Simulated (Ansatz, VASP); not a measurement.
**Te2Mo: VASP beside Ansatz**

```
Te Mo
1.0
     3.62175   -3.80539    0.00000
     3.62175    3.80539    0.00000
     0.00000    0.00000    3.28159
Te Mo
2 1
Direct
  0.00000 0.50000 0.00000
  0.50000 0.00000 0.00000
  0.00000 0.00000 0.00000
```

Alike in both runs: task relaxation of cell and atoms; functional PBE; k mesh 4 × 4 × 6; occupations gaussian, width 0.1 eV; no spin polarisation.

|  | VASP | Ansatz |
| --- | --- | --- |
| version | VASP 6.6.1 | Ansatz 0.2.0 |
| potentials or method | VASP PAW PBE potentials, release 64 (Te, Mo_sv), cutoff 600 eV | scalar-relativistic, plane waves, PAW |
| valence electrons in the cell | 26 | 46 |

```tsv
	VASP	Ansatz	Ansatz less VASP
gap on the k mesh at the Fermi level, each at its own relaxed structure (eV)	none	none	-
relaxed volume (Å³/atom)	28.94	28.95	+0.014
relaxed cell length with the largest relative difference (Å)	2.981	2.976	-0.0051
```

A gap of «none» marks a metal or a gap that the smearing closes. VASP's potentials hold 26 valence electrons a cell and Ansatz's 46, so a difference there can come from the potentials and not from the codes.

Neither program's run includes spin-orbit coupling.
